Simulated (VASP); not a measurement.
# Sm (Im-3m) in VASP: a series of runs, part 3 of 3

VASP 6.6.1.

### Step 5. Single point, PBE+U, collinear spin, ferromagnetic start (36.68 Å³/atom)

This run uses another cell than the first one, of 36.68 Å³/atom.

INCAR reads:

```
SYSTEM = Sm
  PREC = Accurate
  ENCUT = 600
  EDIFF = 1E-6
  ISMEAR = 0
  SIGMA = 0.05
  LREAL = .False.
  LASPH = .True.
  NELM = 200
  ALGO = Normal
  ISIF = 2
  LWAVE = .False.
  LCHARG = .True.
  ISPIN = 2
  MAGMOM = 6.6
  LORBIT = 11
  LMAXMIX = 6
  LDAU = .True.
  LDAUTYPE = 2
  LDAUL = 3
  LDAUU = 6
  LDAUJ = 0
  LDAUPRINT = 1
  GGA = PE
  LELF = .True.
  LVHAR = .True.
  NBANDS = 18
  GGA_COMPAT = .False.
```

KPOINTS reads:

```
Automatic mesh
0
Gamma
  8 8 8
  0 0 0
```

POSCAR reads:

```
Sm
1.0
   -2.0931525323      2.0931525323      2.0931525323
    2.0931525323     -2.0931525323      2.0931525323
    2.0931525323      2.0931525323     -2.0931525323
Sm
1
Direct
    0.0000000000      0.0000000000      0.0000000000
```

Potentials or basis: VASP PAW PBE potentials, release 64 (Sm).

Command:

```bash
> cat potpaw_PBE.64/Sm/POTCAR > POTCAR
> mpirun -np 1 vasp_std > vasp.out
```

OUTCAR:

```text
SYSTEM = Sm
   PREC = Accurate
   ENCUT = 600
   EDIFF = 1E-6
   ISMEAR = 0
   LREAL = .False.
   LASPH = .True.
   NELM = 200
   ISIF = 2
   ISPIN = 2
   LORBIT = 11
   GGA = PE

 ion  position               nearest neighbor table
   1  0.000  0.000  0.000-

  LATTYP: Found a body centered cubic cell.
 ALAT       =     4.1863050646

  Lattice vectors:

 A1 = (  -2.0931525323,   2.0931525323,   2.0931525323)
 A2 = (   2.0931525323,  -2.0931525323,   2.0931525323)
 A3 = (   2.0931525323,   2.0931525323,  -2.0931525323)

Analysis of symmetry for initial positions (statically):
=====================================================================
 Subroutine PRICEL returns:
 Original cell was already a primitive cell.

 Routine SETGRP: Setting up the symmetry group for a
 body centered cubic supercell.

 Subroutine GETGRP returns: Found 48 space group operations
 (whereof 48 operations were pure point group operations)
 out of a pool of 48 trial point group operations.

The static configuration has the point symmetry O_h .

Analysis of symmetry for dynamics (positions and initial velocities):
=====================================================================
 Subroutine PRICEL returns:
 Original cell was already a primitive cell.

 Routine SETGRP: Setting up the symmetry group for a
 body centered cubic supercell.

 Subroutine GETGRP returns: Found 48 space group operations
 (whereof 48 operations were pure point group operations)
 out of a pool of 48 trial point group operations.

The dynamic configuration has the point symmetry O_h .

Analysis of structural, dynamic, and magnetic symmetry:
=====================================================================
 Subroutine PRICEL returns:
 Original cell was already a primitive cell.

 Routine SETGRP: Setting up the symmetry group for a
 body centered cubic supercell.

 Subroutine GETGRP returns: Found 48 space group operations
 (whereof 48 operations were pure point group operations)
 out of a pool of 48 trial point group operations.

The overall configuration has the point symmetry O_h .

 Subroutine INISYM returns: Found 48 space group operations
[... 155 lines left out ...]
 -0.0000  0.0002 -0.0000  0.0000 -0.0000  0.0000 -0.0000
  0.0000 -0.0000  0.0002 -0.0000  0.0000  0.0000 -0.0000
 -0.0000  0.0000 -0.0000  0.0002 -0.0000  0.0000  0.0000
 -0.0000 -0.0000  0.0000 -0.0000  0.0002  0.0000 -0.0000
  0.0000  0.0000  0.0000  0.0000  0.0000  0.0002  0.0000
 -0.0000 -0.0000 -0.0000  0.0000 -0.0000  0.0000  0.0002

 occupancies and eigenvectors

  o =  0.0002  v =  0.0000  0.0000  0.0000  0.0000  0.0000  0.0000  0.0000 -0.0003  0.0000  0.0004  0.0000  0.0009 -1.0000  0.0007      0.0000  0.0000  0.0000  0.0000  0.0000  0.0000  0.0000  0.0000  0.0000  0.0000  0.0000  0.0000  0.0000  0.0000
  o =  0.0002  v =  0.0000  0.0000  0.0000  0.0000  0.0000  0.0000  0.0000  0.0048  0.0000 -0.0062 -0.0000  0.7905  0.0011  0.6124      0.0000  0.0000  0.0000  0.0000  0.0000  0.0000  0.0000  0.0000  0.0000  0.0000  0.0000  0.0000  0.0000  0.0000
  o =  0.0002  v =  0.0000  0.0000  0.0000  0.0000  0.0000  0.0000  0.0000  0.6124  0.0000 -0.7905 -0.0000 -0.0062 -0.0005 -0.0048      0.0000  0.0000  0.0000  0.0000  0.0000  0.0000  0.0000  0.0000  0.0000  0.0000  0.0000  0.0000  0.0000  0.0000
  o =  0.0002  v =  0.0000  0.0000  0.0000  0.0000  0.0000  0.0000  0.0000 -0.0000 -1.0000 -0.0000  0.0000  0.0000 -0.0000  0.0000      0.0000  0.0000  0.0000  0.0000  0.0000  0.0000  0.0000  0.0000  0.0000  0.0000  0.0000  0.0000  0.0000  0.0000
  o =  0.0002  v =  0.0000  0.0000  0.0000  0.0000  0.0000  0.0000  0.0000 -0.7905  0.0000 -0.6124 -0.0002  0.0044 -0.0000 -0.0057      0.0000  0.0000  0.0000  0.0000  0.0000  0.0000  0.0000  0.0000  0.0000  0.0000  0.0000  0.0000  0.0000  0.0000
  o =  0.0002  v =  0.0000  0.0000  0.0000  0.0000  0.0000  0.0000  0.0000 -0.0057 -0.0000 -0.0044 -0.0001 -0.6124 -0.0000  0.7905      0.0000  0.0000  0.0000  0.0000  0.0000  0.0000  0.0000  0.0000  0.0000  0.0000  0.0000  0.0000  0.0000  0.0000
  o =  0.0002  v =  0.0000  0.0000  0.0000  0.0000  0.0000  0.0000  0.0000 -0.0001  0.0000 -0.0001  1.0000 -0.0001  0.0000  0.0001      0.0000  0.0000  0.0000  0.0000  0.0000  0.0000  0.0000  0.0000  0.0000  0.0000  0.0000  0.0000  0.0000  0.0000
  o =  0.5496  v =  0.0000  0.0000  0.0000 -0.0000 -0.0337 -0.9991 -0.0261  0.0000  0.0000  0.0000  0.0000  0.0000  0.0000  0.0000      0.0000  0.0000  0.0000  0.0000  0.0000  0.0000  0.0000  0.0000  0.0000  0.0000  0.0000  0.0000  0.0000  0.0000
  o =  0.5496  v =  0.6124  0.0000 -0.7906 -0.0000  0.0000 -0.0000  0.0000  0.0000  0.0000  0.0000  0.0000  0.0000  0.0000  0.0000      0.0000  0.0000  0.0000  0.0000  0.0000  0.0000  0.0000  0.0000  0.0000  0.0000  0.0000  0.0000  0.0000  0.0000
  o =  0.5496  v =  0.0000  0.0000 -0.0000 -0.0000 -0.7899  0.0426 -0.6118  0.0000  0.0000  0.0000  0.0000  0.0000  0.0000  0.0000      0.0000  0.0000  0.0000  0.0000  0.0000  0.0000  0.0000  0.0000  0.0000  0.0000  0.0000  0.0000  0.0000  0.0000
  o =  0.9784  v =  0.0000  1.0000  0.0000  0.0000 -0.0000  0.0000  0.0000  0.0000  0.0000  0.0000  0.0000  0.0000  0.0000  0.0000      0.0000  0.0000  0.0000  0.0000  0.0000  0.0000  0.0000  0.0000  0.0000  0.0000  0.0000  0.0000  0.0000  0.0000
  o =  0.9786  v =  0.0000 -0.0000 -0.0000  0.0078 -0.6124  0.0000  0.7905  0.0000  0.0000  0.0000  0.0000  0.0000  0.0000  0.0000      0.0000  0.0000  0.0000  0.0000  0.0000  0.0000  0.0000  0.0000  0.0000  0.0000  0.0000  0.0000  0.0000  0.0000
  o =  0.9786  v = -0.7906  0.0000 -0.6124 -0.0000  0.0000 -0.0000  0.0000  0.0000  0.0000  0.0000  0.0000  0.0000  0.0000  0.0000      0.0000  0.0000  0.0000  0.0000  0.0000  0.0000  0.0000  0.0000  0.0000  0.0000  0.0000  0.0000  0.0000  0.0000
  o =  0.9786  v =  0.0000  0.0000  0.0000 -1.0000 -0.0048  0.0000  0.0062  0.0000  0.0000  0.0000  0.0000  0.0000  0.0000  0.0000      0.0000  0.0000  0.0000  0.0000  0.0000  0.0000  0.0000  0.0000  0.0000  0.0000  0.0000  0.0000  0.0000  0.0000

 number of electron      15.9999999 magnetization       6.2477008

 Free energy of the ion-electron system (eV)
  ---------------------------------------------------
  ext. energy  EPLUGINS =         0.00000000
  ---------------------------------------------------
  free energy    TOTEN  =        -6.70446525 eV

  energy without entropy =       -6.69391007  energy(sigma->0) =       -6.69918766

 E-fermi :   2.7350     XC(G=0):  -9.4423

 val. band max:        2.7276734621   @ k =   0.2500   0.2500   0.1250
 cond. band min:       2.7360070321   @ k =  -0.3750   0.3750   0.1250
 fundamental gap:      0.0083335701
 Fermi energy:         2.7350433821

 spin component 1

 k-point     1 :       0.0000    0.0000    0.0000
  band No.  band energies     occupation
      1     -37.1892      1.00000
      2     -16.4583      1.00000
      3     -16.4583      1.00000
      4     -16.4583      1.00000
      5      -1.6015      1.00000
      6      -0.1512      1.00000
[... 1001 lines left out ...]
     17      10.2402      0.00000
     18      13.9381      0.00000

 [... further k-points ...]

------------------------ aborting loop because EDIFF is reached ----------------------------------------

  FORCE on cell =-STRESS in cart. coord.  units (eV):
  Direction    XX          YY          ZZ          XY          YZ          ZX
  --------------------------------------------------------------------------------------
  -------------------------------------------------------------------------------------
  Total        0.4955433      0.4955433      0.4955433     -0.0000000      0.0000000     -0.0000000
  in kB       21.6436050     21.6436050     21.6436050     -0.0000000      0.0000000     -0.0000000
  external PRESSURE =      21.6436050 kB  Pullay stress =       0.0000000 kB

 VOLUME and BASIS-vectors are now :
 -----------------------------------------------------------------------------
  energy-cutoff  :      600.00
  volume of cell :       36.68
      direct lattice vectors                 reciprocal lattice vectors
    -2.093152532  2.093152532  2.093152532     0.000000000  0.238874135  0.238874135
     2.093152532 -2.093152532  2.093152532     0.238874135  0.000000000  0.238874135
     2.093152532  2.093152532 -2.093152532     0.238874135  0.238874135  0.000000000

 POSITION                                       TOTAL-FORCE (eV/Angst)
 -----------------------------------------------------------------------------------
      0.00000      0.00000      0.00000        -0.000000     -0.000000      0.000000
 -----------------------------------------------------------------------------------
    total drift:                               -0.000000     -0.000000      0.000000

  FREE ENERGIE OF THE ION-ELECTRON SYSTEM (eV)
  ---------------------------------------------------
  free  energy   TOTEN  =        -6.7044652456 eV

  energy  without entropy=       -6.6939100683  energy(sigma->0) =       -6.69918766

 total charge

# of ion       s       p       d       f       tot
--------------------------------------------------
    1        2.082   5.628   0.391   5.557  13.657

 magnetization (x)

# of ion       s       p       d       f       tot
--------------------------------------------------
    1       -0.010  -0.072   0.159   5.555   5.630
```

OSZICAR:

```text
N       E                     dE             d eps       ncg     rms          rms(c)
DAV:   1     0.112299131444E+03    0.11230E+03   -0.63679E+03  2480   0.409E+03
DAV:   2     0.146305588858E+02   -0.97669E+02   -0.88836E+02  2710   0.289E+02
DAV:   3    -0.110608526673E+00   -0.14741E+02   -0.14365E+02  3208   0.106E+02
[... 21 lines left out ...]
DAV:  25    -0.670445370191E+01   -0.46157E-05   -0.16037E-06  2014   0.913E-03    0.173E-01
DAV:  26    -0.670446525646E+01   -0.11555E-04   -0.72390E-05  3024   0.558E-02    0.108E-01
DAV:  27    -0.670446678714E+01   -0.15307E-05   -0.18873E-06  2710   0.198E-02    0.804E-02
DAV:  28    -0.670446494407E+01    0.18431E-05   -0.59463E-06  1542   0.246E-02    0.432E-02
DAV:  29    -0.670446529095E+01   -0.34688E-06   -0.10272E-05  2738   0.375E-02    0.150E-02
DAV:  30    -0.670446524563E+01    0.45316E-07   -0.10680E-06  1264   0.134E-02
   1 F= -.67044652E+01 E0= -.66991877E+01  d E =-.105552E-01  mag=     6.2468
```

Run time: 4.4 min. Hardware: 1 thread of Intel Xeon 8259CL, shared host; peak memory 0.22 GiB.

Results:

| Quantity | Value |
| --- | --- |
| Free energy | -6.7045 eV |
| Pressure | 2.2 GPa |
| Net moment | 6.25 μB per cell |
| Site moments | Sm +5.63 μB |
| Valence electrons inside the program's atomic spheres | Sm 13.66 |

Levels at points of the mesh, in eV from the Fermi level:
Spin up:
| k point | band 9 | band 10 | band 11 | band 12 | band 13 | band 14 |
| --- | --- | --- | --- | --- | --- | --- |
| (0.00, 0.00, 0.00) | -2.77 | -0.18 | -0.18 | -0.18 | 1.91 | 1.91 |
| (0.50, 0.00, 0.00) | -1.86 | -0.08 | -0.01 | 0.06 | 0.28 | 1.60 |
| (0.50, 0.50, 0.50) | -1.47 | -1.47 | 0.14 | 0.14 | 0.14 | 6.06 |
Spin down:
| k point | band 1 | band 2 | band 3 | band 4 | band 5 | band 6 | band 7 | band 8 | band 9 | band 10 |
| --- | --- | --- | --- | --- | --- | --- | --- | --- | --- | --- |
| (0.00, 0.00, 0.00) | -37.28 | -17.18 | -17.18 | -17.18 | -3.47 | 2.87 | 2.87 | 2.87 | 5.00 | 5.00 |
| (0.50, 0.00, 0.00) | -37.18 | -18.10 | -17.47 | -17.19 | -1.01 | 1.17 | 2.42 | 5.01 | 5.81 | 5.87 |
| (0.50, 0.50, 0.50) | -37.11 | -17.80 | -17.80 | -17.80 | -0.64 | -0.64 | 5.90 | 5.90 | 5.90 | 6.67 |

Eigenvalues of the final occupation matrices:
| site | spin | trace | eigenvalues |
| --- | --- | --- | --- |
| site 1 f | 1 | 5.56 | 0.55 0.55 0.55 0.98 0.98 0.98 0.98 |
| site 1 f | 2 | 0.00 | 0.00 0.00 0.00 0.00 0.00 0.00 0.00 |

Caveat: the magnetic or orbital state may not be the lowest; spin-orbit coupling is left out, which moves the levels of the heavy elements. The state reached can hang on the start; a lower one may exist.

### Step 6. The runs side by side

```tsv
cell	k mesh	gap on the mesh (eV)	pressure (GPa)	moment (μB)
a = 3.919 Å, angles 109.5°, 1 atom	6 × 6 × 6	none	-1.4	6.52
a = 4.020 Å, angles 109.5°, 1 atom	6 × 6 × 6	none	-2.0	6.53
a = 3.567 Å, angles 109.5°, 1 atom	8 × 8 × 8	none	3.2	6.19
a = 3.625 Å, angles 109.5°, 1 atom	8 × 8 × 8	none	2.2	6.25
```

Alike in all rows: task single point; level PBE+U; potentials or basis VASP PAW PBE potentials, release 64 (Sm); spin collinear, ferromagnetic start; Sm f U = 6.0 eV; cutoff (eV) 600; smearing gaussian 0.05 eV.

Caveats: the magnetic or orbital state may not be the lowest; spin-orbit coupling is left out, which moves the levels of the heavy elements; the cell stands under pressure (at least some runs).

Absolute energies hang on the potentials; compare differences alone.
